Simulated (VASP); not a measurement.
Write the native input for VASP 6.6.1 that does the following.

| Quantity | Value |
| --- | --- |
| Task | single point |
| Functional | PBEsol |
| Dispersion | D4 |
| Potentials or basis | VASP PAW PBE potentials, release 64 (Cd, S) |
| Cutoff | 520 eV |
| k mesh | 8 × 8 × 8 |
| Occupations | fermi-dirac, width 0.05 eV |
| Spin | no spin polarisation |
| Dipole correction | no |
| Further INCAR settings | ALGO = Normal; EDIFF = 1e-06; NBANDS = 16 |

The structure of CdS (Hawleyite) lies in POSCAR:

```
CdS
1.0
    0.0000000000      2.8947287825      2.8947287825
    2.8947287825      0.0000000000      2.8947287825
    2.8947287825      2.8947287825      0.0000000000
Cd S
1 1
Direct
    0.0000000000      0.0000000000      0.0000000000
    0.7500000000      0.7500000000      0.7500000000
```

One way to write it, as run:

INCAR

```
SYSTEM = CdS
ALGO = Normal ; EDIFF = 1E-6
ENCUT = 520 ; GGA = PS
ISIF = 2 ; ISMEAR = -1
IVDW = 13 ; LASPH = .True.
LCHARG = .True. ; LELF = .True.
LREAL = .False. ; LVHAR = .True.
LWAVE = .False. ; NBANDS = 16
NELM = 100 ; PREC = Accurate
SIGMA = 0.05
```

KPOINTS

```
k-points
0
Gamma
  8 8 8
  0 0 0
```

Potentials or basis: VASP PAW PBE potentials, release 64 (Cd, S).

Run with:

```console
$ cat potpaw_PBE.64/Cd/POTCAR potpaw_PBE.64/S/POTCAR > POTCAR
$ mpirun -np 1 vasp_std > vasp.out
```

Results of the run:

* Pressure: 0.4 GPa
* Band gap on the k mesh: 1.05 eV, direct
* Dispersion energy per atom: -0.189 eV

Caveat: the PAW data sets were made with another functional, which shifts forces and pressure a little.

Wall time 21 s on 1 thread of Intel(R) Xeon(R) Platinum 8259CL CPU @ 2.50GHz (Skylake/Cascade Lake), on a shared host, peak memory 0.17 GiB.
